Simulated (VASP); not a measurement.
**AlN: single point with PBEsol**

The system is AlN.

```
Al N
1.0
     3.14147    0.00000    0.00000
    -1.57073    2.72059    0.00000
     0.00000    0.00000    4.13355
Al N
2 2
Direct
  0.33333 0.66667 0.75000
  0.66667 0.33333 0.25000
  0.33333 0.66667 0.25000
  0.66667 0.33333 0.75000
```

This cell differs from its parent crystal: volume 8.832 Å^3 an atom, c/a of the conventional cell 1.3158.

```json
{
  "Program": "VASP 6.6.1",
  "Task": "single point",
  "Functional": "PBEsol",
  "Potentials or basis": "VASP PAW PBE potentials, release 64 (Al, N)",
  "Cutoff": "520 eV",
  "k mesh": "9 × 9 × 6",
  "Occupations": "gaussian, width 0.05 eV",
  "Spin": "no spin polarisation"
}
```

```
Pressure               : 29.2 GPa
Band gap on the k mesh : 4.02 eV, direct
```

Stress tensor (GPa, compression positive):
```
36.29  0.00  0.00
 0.00 36.29  0.00
 0.00  0.00 15.01
```

Levels at points of the mesh, in eV from the valence-band top:
```csv
k point,band 6,band 7,band 8,band 9,band 10,band 11
"(0.00, 0.00, 0.00)",-2.06,-2.06,0.00,4.02,5.41,8.93
"(0.00, 0.00, 0.50)",-2.89,-2.89,-2.89,6.28,6.28,9.09
```

It used 17 s of CPU time on 1 thread of AMD EPYC 7R13 Processor (Zen 3), with other jobs on the host.

Caveat: the PAW data sets were made with another functional, which shifts forces and pressure a little. A k mesh can miss the band edges.
